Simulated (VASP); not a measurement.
A run of VASP 6.6.1 is set up as follows.

File INCAR:

```
  ALGO = Normal
  DIPOL = 0.5 0.5 0.287
  EDIFF = 1E-7
  ENCUT = 520
  GGA = PE
  IDIPOL = 3
  ISIF = 2
  ISMEAR = 0
  LASPH = True
  LCHARG = True
  LDIPOL = True
  LELF = True
  LREAL = False
  LVACPOTAV = True
  LVHAR = True
  LWAVE = False
  NBANDS = 19
  NELM = 100
  PREC = Accurate
  SIGMA = 0.1
```

File KPOINTS:

```
k-points
0
Gamma
  14 14 1
```

Contents of POSCAR:

```
Hf2C
1.0
    3.2304376156      0.0000000000      0.0000000000
    0.0000000000      3.2304376156      0.0000000000
    0.0000000000      0.0000000000     29.6665789600
Hf C
2 1
Direct
    0.0000000000      0.5000000000      0.2416033135
    0.5000000000      0.0000000000      0.3314320885
    0.5000000000      0.5000000000      0.2865177010
```

Potentials or basis: VASP PAW PBE potentials, release 64 (Hf_pv, C).

The run is started by

```bash
$ cat potpaw_PBE.64/Hf_pv/POTCAR potpaw_PBE.64/C/POTCAR > POTCAR
$ mpirun -np 1 vasp_std > vasp.out
```

(1) Estimate the largest force.

(2) Predict the work function of the upper face.

Results:

(1) 0.096 eV/Å.

(2) 4.04 eV.
